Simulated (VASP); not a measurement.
CaSe:

```
Ca Se
1.0
     0.00000    3.05656    3.05656
     3.05656    0.00000    3.05656
     3.05656    3.05656    0.00000
Ca Se
1 1
Direct
  0.00000 0.00000 0.00000
  0.50000 0.50000 0.50000
```

This cell differs from its parent crystal: strain +3.0%.

Base run:

- Program: VASP 6.6.1
- Functional: r2SCAN
- Potentials or basis: VASP PAW PBE potentials, release 64 (Ca_sv, Se)
- Cutoff: 520 eV
- k mesh: 8 × 8 × 8
- Occupations: gaussian, width 0.01 eV
- Spin: no spin polarisation

Its results: band gap on the k mesh 2.70 eV (least direct gap 3.55 eV); pressure -3.7 GPa.

**Question.** The run is repeated on the same cell with these changes: functional from r2SCAN to PBE; k mesh from 8 × 8 × 8 to 4 × 4 × 4. What comes out?

**Answer.** Band gap on the k mesh 2.22 eV (least direct gap 2.84 eV); pressure -3.0 GPa.

Several settings changed at once.

Caveats: some runs use coarse meshes; the cell stands under tension (at least some runs); the PAW data sets were made with another functional, which shifts forces and pressure a little (at least some runs).

A k mesh can miss the band edges.
